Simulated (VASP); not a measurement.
A run of VASP 6.6.1 is set up as follows.

The input INCAR:

```
  ALGO = Normal
  EDIFF = 1E-6
  ENCUT = 520
  GGA = PE
  ISIF = 2
  ISMEAR = 0
  LASPH = True
  LCHARG = False
  LREAL = False
  LWAVE = False
  NBANDS = 12
  NELM = 80
  PREC = Accurate
  SIGMA = 0.1
```

KPOINTS

```
k-points
0
Gamma
  14 10 10
```

The input POSCAR:

```
Sb
1.0
    2.9238492888      0.0000000000      0.0000000000
    0.0000000000      4.4623702285      0.0000000000
   -0.0089264397      0.0000000000      4.4610537465
Sb
2
Direct
   -0.0000000450      0.7500000000      0.7499961250
    1.0000000450      0.2500000000      0.2500038750
```

Potentials or basis: VASP PAW PBE potentials, release 64 (Sb).

Launch:

```bash
$ cat potpaw_PBE.64/Sb/POTCAR > POTCAR
$ mpirun -np 1 vasp_std > vasp.out
```

What does it give for the band gap on the k mesh?

Zero (bands 5 and 6 overlap by 7.77 eV).

Predict the pressure.

2.8 GPa.

Stress tensor (GPa, compression positive):
```
11.11  0.00  0.03
 0.00 -1.36  0.00
 0.03  0.00 -1.36
```

Caveat: the cell differs from its parent crystal (uniaxial strain along a: -6.0 %); the stress differs along the axes, from -1 to 11 GPa; spin-orbit coupling is left out, which moves the levels of the heavy elements.
